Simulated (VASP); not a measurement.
# TiN (Fm-3m) in VASP: further runs, part 2 of 2

VASP 6.6.1.

### 4 Single point, PBEsol, collinear spin, ferromagnetic start

The input, INCAR:

```
SYSTEM = TiN
PREC     = Accurate       ! precision mode
ENCUT    = 520            ! plane-wave cutoff, eV
EDIFF    = 1E-7           ! SCF threshold, eV
ISMEAR   = 0              ! smearing method
SIGMA    = 0.15           ! smearing width, eV
LREAL    = .FALSE.        ! projectors in reciprocal space
LASPH    = .TRUE.         ! aspherical terms in the spheres
NELM     = 150            ! most SCF steps
ALGO     = Normal         ! electronic algorithm
ISIF     = 2              ! what is computed and relaxed
LWAVE    = .FALSE.        ! write WAVECAR
LCHARG   = .FALSE.        ! write CHGCAR
ISPIN    = 2              ! spin polarisation
MAGMOM   = 0.5 0          ! initial moments
LORBIT   = 11             ! projections on sites
NUPDOWN  = 0.5            ! fixed moment
LMAXMIX  = 4              ! l up to which the mixer works
GGA      = PS             ! functional
NBANDS   = 20             ! bands
```

The input, KPOINTS:

```
regular mesh
0
G
  20 20 20
  0 0 0
```

The input, POSCAR:

```
TiN
1.0
    0.0000000000      2.0142318208      2.0142318208
    2.0142318208      0.0000000000      2.0142318208
    2.0142318208      2.0142318208      0.0000000000
Ti N
1 1
Direct
    0.0000000000      0.0000000000      0.0000000000
    0.5000000000      0.5000000000      0.5000000000
```

Potentials or basis: VASP PAW PBE potentials, release 64 (Ti_sv, N).

On the command line:

```console
cat potpaw_PBE.64/Ti_sv/POTCAR potpaw_PBE.64/N/POTCAR > POTCAR
mpirun -np 1 vasp_std > vasp.out
```

OUTCAR:

```text
SYSTEM = TiN
   PREC = Accurate
   ENCUT = 520
   EDIFF = 1E-7
   ISMEAR = 0
   LREAL = .FALSE.
   LASPH = .TRUE.
   NELM = 150
   ISIF = 2
   ISPIN = 2
   LORBIT = 11
   NUPDOWN = 0.5
   GGA = PS

 ion  position               nearest neighbor table
   1  0.000  0.000  0.000-   2 2.01   2 2.01   2 2.01   2 2.01   2 2.01   2 2.01
   2  0.500  0.500  0.500-   1 2.01   1 2.01   1 2.01   1 2.01   1 2.01   1 2.01

  LATTYP: Found a face centered cubic cell.
 ALAT       =     4.0284636416

  Lattice vectors:

 A1 = (   0.0000000000,   2.0142318208,   2.0142318208)
 A2 = (   2.0142318208,   0.0000000000,   2.0142318208)
 A3 = (   2.0142318208,   2.0142318208,   0.0000000000)

Analysis of symmetry for initial positions (statically):
=====================================================================
 Subroutine PRICEL returns:
 Original cell was already a primitive cell.

 Routine SETGRP: Setting up the symmetry group for a
 face centered cubic supercell.

 Subroutine GETGRP returns: Found 48 space group operations
 (whereof 48 operations were pure point group operations)
 out of a pool of 48 trial point group operations.

The static configuration has the point symmetry O_h .

Analysis of symmetry for dynamics (positions and initial velocities):
=====================================================================
 Subroutine PRICEL returns:
 Original cell was already a primitive cell.

 Routine SETGRP: Setting up the symmetry group for a
 face centered cubic supercell.

 Subroutine GETGRP returns: Found 48 space group operations
 (whereof 48 operations were pure point group operations)
 out of a pool of 48 trial point group operations.

The dynamic configuration has the point symmetry O_h .

Analysis of structural, dynamic, and magnetic symmetry:
=====================================================================
 Subroutine PRICEL returns:
 Original cell was already a primitive cell.

 Routine SETGRP: Setting up the symmetry group for a
 face centered cubic supercell.

 Subroutine GETGRP returns: Found 48 space group operations
 (whereof 48 operations were pure point group operations)
 out of a pool of 48 trial point group operations.

The overall configuration has the point symmetry O_h .

 Subroutine INISYM returns: Found 48 space group operations
 (whereof 48 operations are pure point group operations),
 and found     1 'primitive' translations

----------------------------------------------------------------------------------------

                                     Primitive cell

  volume of cell :      16.3440

  direct lattice vectors                    reciprocal lattice vectors
     0.000000000  2.014231821  2.014231821    -0.248233592  0.248233592  0.248233592
     2.014231821  0.000000000  2.014231821     0.248233592 -0.248233592  0.248233592
     2.014231821  2.014231821  0.000000000     0.248233592  0.248233592 -0.248233592

  length of vectors
     2.848553959  2.848553959  2.848553959     0.429953193  0.429953193  0.429953193

  position of ions in fractional coordinates (direct lattice)
     0.000000000  0.000000000  0.000000000
     0.500000000  0.500000000  0.500000000

  ion indices of the primitive-cell ions
   primitive index   ion index
[... 61 lines left out ...]
   ions per type =               1   1
   NGX,Y,Z   is equivalent  to a cutoff of  14.01, 14.01, 14.01 a.u.
   NGXF,Y,Z  is equivalent  to a cutoff of  28.01, 28.01, 28.01 a.u.
 SYSTEM =  TiN
   PREC   = accura    normal or accurate (medium, high low for compatibility)
   ISTART =      0    job   : 0-new  1-cont  2-samecut
   ICHARG =      2    charge: 1-file 2-atom 10-const
   ISPIN  =      2    spin polarized calculation?
   LNONCOLLINEAR =      F non collinear calculations
   LSORBIT =      F    spin-orbit coupling
   LASPH  =      T    aspherical Exc in radial PAW
   ENCUT  =  520.0 eV  38.22 Ry    6.18 a.u.   5.30  5.30  5.30*2*pi/ulx,y,z
   NELM   =    150;   NELMIN=  2; NELMDL= -5     # of ELM steps
   EDIFF  = 0.1E-06   stopping-criterion for ELM
   LREAL  =      F    real-space projection
   EDIFFG = 0.1E-05   stopping-criterion for IOM
   NSW    =      0    number of steps for IOM
   IBRION =     -1    ionic relax: 0-MD 1-quasi-New 2-CG
   NFREE  =      0    steps in history (QN), initial steepest desc. (CG)
   ISIF   =      2    stress and relaxation
   ISYM   =      2    0-nonsym 1-usesym 2-fastsym
   POTIM  = 0.5000    time-step for ionic-motion
   TEBEG  =    0.0;   TEEND  =   0.0 temperature during run
   PSTRESS=    0.0 pullay stress
   NELECT =      17.0000    total number of electrons
   NUPDOWN=       0.5000    fix difference up-down
   EMIN   =  10.00;   EMAX   =-10.00  energy-range for DOS
   EFERMI =   0.00;   METHOD = LEGACY
   ISMEAR =     0;   SIGMA  =   0.15  broadening in eV -4-tet -1-fermi 0-gaus
   EFERMI_NEDOS =   21; number of points for ismear=-14 and -15
   IALGO  =     38    algorithm
   IMIX   =      4    mixing-type and parameters
     AMIX     =   0.40;   BMIX     =  1.00
     AMIX_MAG =   1.60;   BMIX_MAG =  1.00
  volume/ion in A,a.u.               =       8.17        55.15
  Fermi-wavevector in a.u.,A,eV,Ry     =   1.658715  3.134516 37.434177  2.751334
  Thomas-Fermi vector in A             =   2.746248
   LORBIT       =     11    0 simple, 1 ext, 2 COOP (PROOUT), +10 PAW based schemes
   GGA     = PS    functional components
   LHFCALC =     F    Hartree Fock is set to
   AEXX    =    0.0000 exact exchange contribution
   IVDW    =     0    specifies the selected vdW correction
   LEPSILON=     F    determine dielectric tensor
   LRPA    =     F    only Hartree local field effects (RPA)
 spin polarized calculation
 Gauss-broadening in eV      SIGMA  =   0.15
  energy-cutoff  :      520.00
  volume of cell :       16.34
 maximum number of plane-waves:       459
 NGX is ok and might be reduce to    24
   NGX = 11   NGY = 11   NGZ = 11

 number of electron      16.9999999 magnetization       0.5000000

 Free energy of the ion-electron system (eV)
  ---------------------------------------------------
  ext. energy  EPLUGINS =         0.00000000
  ---------------------------------------------------
  free energy    TOTEN  =       -20.32039451 eV

  energy without entropy =      -20.31375359  energy(sigma->0) =      -20.31707405

 E-fermi :  12.8474     XC(G=0): -14.0920

 val. band max:       14.0057061974   @ k =  -0.2500   0.1500   0.0000
 cond. band min:      12.8582064480   @ k =   0.0500   0.0500   0.0000
 fundamental gap:     -1.1474997493
 Fermi energy:        14.0108628058

 spin component 1

 k-point     1 :       0.0000    0.0000    0.0000
  band No.  band energies     occupation
      1     -44.0105      1.00000
      2     -19.9355      1.00000
      3     -19.9355      1.00000
      4     -19.9355      1.00000
      5      -4.5238      1.00000
      6      11.2627      1.00000
[... 541 lines left out ...]
     19      39.6509      0.00000
     20      41.7256      0.00000

 [... further k-points ...]

 spin component 2

 k-point     1 :       0.0000    0.0000    0.0000
  band No.  band energies     occupation
      1     -43.6617      1.00000
      2     -19.5846      1.00000
      3     -19.5846      1.00000
      4     -19.5846      1.00000
      5      -4.3732      1.00000
      6      11.3709      1.00000
[... 541 lines left out ...]
     19      39.8938      0.00000
     20      41.9626      0.00000

 [... further k-points ...]
[... 5 lines left out ...]
  --------------------------------------------------------------------------------------
  -------------------------------------------------------------------------------------
  Total        5.4419809      5.4419809      5.4419809     -0.0000000     -0.0000000      0.0000000
  in kB      533.4690701    533.4690701    533.4690701     -0.0000000     -0.0000000      0.0000000
  external PRESSURE =     533.4690701 kB  Pullay stress =       0.0000000 kB

 VOLUME and BASIS-vectors are now :
 -----------------------------------------------------------------------------
  energy-cutoff  :      520.00
  volume of cell :       16.34
      direct lattice vectors                 reciprocal lattice vectors
     0.000000000  2.014231821  2.014231821    -0.248233592  0.248233592  0.248233592
     2.014231821  0.000000000  2.014231821     0.248233592 -0.248233592  0.248233592
     2.014231821  2.014231821  0.000000000     0.248233592  0.248233592 -0.248233592

 POSITION                                       TOTAL-FORCE (eV/Angst)
 -----------------------------------------------------------------------------------
      0.00000      0.00000      0.00000         0.000000      0.000000      0.000000
      2.01423      2.01423      2.01423        -0.000000     -0.000000     -0.000000
 -----------------------------------------------------------------------------------
    total drift:                                0.000000     -0.000000     -0.000000

  FREE ENERGIE OF THE ION-ELECTRON SYSTEM (eV)
  ---------------------------------------------------
  free  energy   TOTEN  =       -20.3203945142 eV

  energy  without entropy=      -20.3137535869  energy(sigma->0) =      -20.31707405

 total charge

# of ion       s       p       d       tot
------------------------------------------
    1        2.224   6.331   2.200  10.755
    2        1.257   2.595   0.000   3.852
--------------------------------------------------
tot          3.482   8.927   2.200  14.608

 magnetization (x)

# of ion       s       p       d       tot
------------------------------------------
    1        0.004   0.003   0.366   0.373
    2        0.000   0.038   0.000   0.038
--------------------------------------------------
tot          0.004   0.042   0.366   0.411
```

It took 1.7 min on 1 thread of Intel Xeon 6975P-C (Granite Rapids), shared host; peak memory 0.25 GiB.

Results:

| Item | Value |
| --- | --- |
| Free energy | -20.3204 eV |
| Pressure | 53.3 GPa |
| Net moment | 0.50 μB per cell |
| Site moments | Ti +0.37; N +0.04 μB |
| Valence electrons inside the program's atomic spheres | Ti 10.76; N 3.85 |

Caveat: the PAW data sets were made with another functional, which shifts forces and pressure a little; the total moment is fixed, so each spin has its own Fermi level.

### 5 Single point, PBEsol, collinear spin, ferromagnetic start

This run uses another cell than the first one, of 10.03 Å³/atom, 1.227 times its volume.

The input, INCAR:

```
ALGO     = Normal         # electronic algorithm
EDIFF    = 1E-7           # SCF threshold, eV
ENCUT    = 520            # plane-wave cutoff, eV
GGA      = PS             # functional
ISIF     = 2              # what is computed and relaxed
ISMEAR   = 0              # smearing method
ISPIN    = 2              # spin polarisation
LASPH    = T              # aspherical terms in the spheres
LCHARG   = F              # write CHGCAR
LMAXMIX  = 4              # l up to which the mixer works
LORBIT   = 11             # projections on sites
LREAL    = F              # projectors in reciprocal space
LWAVE    = F              # write WAVECAR
MAGMOM   = 0.25 0         # initial moments
NBANDS   = 20             # bands
NELM     = 150            # most SCF steps
NUPDOWN  = 0.25           # fixed moment
PREC     = Accurate       # precision mode
SIGMA    = 0.15           # smearing width, eV
```

The input, KPOINTS:

```
k-points
0
Gamma
  20 20 20
```

The input, POSCAR:

```
TiN
1.0
    0.0000000000      2.1565869739      2.1565869739
    2.1565869739      0.0000000000      2.1565869739
    2.1565869739      2.1565869739      0.0000000000
Ti N
1 1
Direct
    0.0000000000      0.0000000000      0.0000000000
    0.5000000000      0.5000000000      0.5000000000
```

On the command line:

```console
cat potpaw_PBE.64/Ti_sv/POTCAR potpaw_PBE.64/N/POTCAR > POTCAR
mpirun -np 1 vasp_std > vasp.out
```

Wall time 2.1 min (1 thread of AMD EPYC 9R45 (Zen 5), shared host); peak memory 0.24 GiB.

The run converged. Its results:

```
Free energy                                           : -20.6707 eV
Pressure                                              : -18.7 GPa
Net moment                                            : 0.25 μB per cell
Site moments                                          : Ti +0.19; N +0.01 μB
Valence electrons inside the program's atomic spheres : Ti 10.30; N 3.70
```

Caveat: the PAW data sets were made with another functional, which shifts forces and pressure a little; the total moment is fixed, so each spin has its own Fermi level.

### 6 Single point, PBEsol, collinear spin, ferromagnetic start

This run uses another cell than the first one, of 10.03 Å³/atom, 1.227 times its volume.

The input, INCAR:

```
SYSTEM = TiN
PREC = Accurate ; ENCUT = 520
EDIFF = 1E-6 ; ISMEAR = 0
SIGMA = 0.15 ; LREAL = .FALSE.
LASPH = .TRUE. ; NELM = 150
ALGO = Normal ; ISIF = 2
LWAVE = .FALSE. ; LCHARG = .FALSE.
ISPIN = 2 ; MAGMOM = 1 0
LORBIT = 11 ; NUPDOWN = 1.0
LMAXMIX = 4 ; GGA = PS
NBANDS = 20
```

The input, KPOINTS:

```
regular mesh
0
G
  20 20 20
  0 0 0
```

POSCAR is that of step 5.

Potentials or basis: VASP PAW PBE potentials, release 64 (Ti_sv, N).

On the command line:

```console
cat potpaw_PBE.64/Ti_sv/POTCAR potpaw_PBE.64/N/POTCAR > POTCAR
mpirun -np 1 vasp_std > vasp.out
```

It took 1.9 min on 1 thread of AMD EPYC 9R45 (Zen 5), shared host; peak memory 0.24 GiB.

Results (log left out):

| Quantity | Value |
| --- | --- |
| Free energy | -20.2381 eV |
| Pressure | -11.6 GPa |
| Net moment | 1.00 μB per cell |
| Site moments | Ti +0.76; N +0.05 μB |
| Valence electrons inside the program's atomic spheres | Ti 10.32; N 3.70 |

Caveat: the PAW data sets were made with another functional, which shifts forces and pressure a little; the total moment is fixed, so each spin has its own Fermi level.

### 7 Summary

```csv
fixed moment (μB),cell,pressure (GPa),moment (μB)
0.25,"a = 2.849 Å, angles 60.0°, 2 atoms",51.5,0.25
1.0,"a = 2.849 Å, angles 60.0°, 2 atoms",61.2,1.00
0.5,"a = 2.849 Å, angles 60.0°, 2 atoms",53.3,0.50
0.25,"a = 3.050 Å, angles 60.0°, 2 atoms",-18.7,0.25
1.0,"a = 3.050 Å, angles 60.0°, 2 atoms",-11.6,1.00
```

Alike in all rows: task single point; level PBEsol; potentials or basis VASP PAW PBE potentials, release 64 (Ti_sv, N); spin collinear, ferromagnetic start; k mesh 20 × 20 × 20; cutoff (eV) 520; smearing gaussian 0.15 eV.

Caveats: the PAW data sets were made with another functional, which shifts forces and pressure a little; the total moment is fixed, so each spin has its own Fermi level.

Total energies depend on the potentials used, so only differences within one code and one set of settings carry meaning.
